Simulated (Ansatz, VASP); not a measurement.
# AlN in VASP and in Ansatz

The input INCAR:

```
SYSTEM = AlN
PREC = Accurate
ENCUT = 600
EDIFF = 1E-6
ISMEAR = 0
SIGMA = 0.02
LREAL = .FALSE.
LASPH = .TRUE.
NELM = 60
ALGO = Normal
ISIF = 3
LWAVE = .FALSE.
LCHARG = .FALSE.
GGA = PS
IBRION = 2
NSW = 100
EDIFFG = -0.005
```

Contents of KPOINTS:

```
Automatic mesh
0
G
  9 9 4
  0 0 0
```

POSCAR

```
AlN
1.0
    3.1285881360      0.0000000000      0.0000000000
   -1.5642940680      2.7094368037      0.0000000000
    0.0000000000      0.0000000000      5.0169550000
Al N
2 2
Direct
    0.6666666700      0.3333333300      0.4992870000
    0.3333333300      0.6666666700      0.9992870000
    0.6666666700      0.3333333300      0.8807130000
    0.3333333300      0.6666666700      0.3807130000
```

Input for Ansatz:

```yaml
crystal:
  lattice:
    - [3.128588136, 0.0, 0.0]
    - [-1.564294068, 2.7094368037, 0.0]
    - [0.0, 0.0, 5.016955]
  atoms:
    - { symbol: Al, position: [0.66666667, 0.33333333, 0.499287] }
    - { symbol: Al, position: [0.33333333, 0.66666667, 0.999287] }
    - { symbol: "N", position: [0.66666667, 0.33333333, 0.880713] }
    - { symbol: "N", position: [0.33333333, 0.66666667, 0.380713] }
basis:
  ecutwfc: 420
kpoints:
  mp_grid: { grid: [9, 9, 4] }
hamiltonian:
  xc: pbesol
scf:
  occupations: { method: gaussian, width: 0.02 }
output:
  forces: true
  stress: true
  eigenvalues: true
relax:
  adjacent_minimum: "off"
  f_tol: 0.005
  max_steps: 80
  cell: { stress_tol: 0.05 }
```

Alike in both runs: task relaxation of cell and atoms; functional PBEsol; k mesh 9 × 9 × 4; occupations gaussian, width 0.02 eV; no spin polarisation.

|  | VASP | Ansatz |
| --- | --- | --- |
| version | VASP 6.6.1 | Ansatz 0.2.0 |
| potentials or method | VASP PAW PBE potentials, release 64 (Al, N), cutoff 600 eV | scalar-relativistic, plane waves, PAW |
| valence electrons in the cell | 16 | 16 |

|  | VASP | Ansatz | Ansatz less VASP |
| --- | --- | --- | --- |
| gap on the k mesh at the Fermi level, each at its own relaxed structure (eV) | 4.12 | 4.09 | -0.023 |
| relaxed volume (Å³/atom) | 10.45 | 10.46 | +0.008 |
| relaxed cell length with the largest relative difference (Å) | 4.982 | 4.984 | +0.0016 |

VASP's potentials were made for PBE, not for PBEsol.
